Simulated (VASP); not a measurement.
Here is a VASP 6.6.1 calculation.

File INCAR:

```
SYSTEM = MnSb
PREC = Accurate ; ENCUT = 500
EDIFF = 1E-6 ; ISMEAR = 0
SIGMA = 0.1 ; LREAL = .False.
LASPH = .True. ; NELM = 200
ALGO = Normal ; ISIF = 2
LWAVE = .False. ; LCHARG = .False.
ISPIN = 2 ; MAGMOM = 4.18 -0.12
LORBIT = 11 ; LMAXMIX = 4
GGA = PE ; NBANDS = 20
GGA_COMPAT = .False.
```

KPOINTS

```
Automatic mesh
0
Gamma
  4 4 4
  0 0 0
```

The input POSCAR:

```
MnSb
1.0
    0.0000000000      2.7950160000      2.7950160000
    2.7950160000      0.0000000000      2.7950160000
    2.7950160000      2.7950160000      0.0000000000
Mn Sb
1 1
Direct
    0.9870000000      0.2260000000      0.9660000000
    1.4870000000      0.7260000000      1.4660000000
```

Potentials or basis: VASP PAW PBE potentials, release 64 (Mn_pv, Sb).

Command:

```bash
$ cat potpaw_PBE.64/Mn_pv/POTCAR potpaw_PBE.64/Sb/POTCAR > POTCAR
$ mpirun -np 1 vasp_std > vasp.out
```

(1) Estimate the pressure.

(2) Predict the site moments.

(3) What does it give for the net moment?

## Answers

(1) -0.2 GPa.

(2) Mn +3.76; Sb -0.11 μB.

(3) 3.81 μB per cell.

Caveat: the k points lie up to 0.49 Å⁻¹ apart; a cell with one magnetic atom can't hold antiferromagnetic order, which such compounds often take.
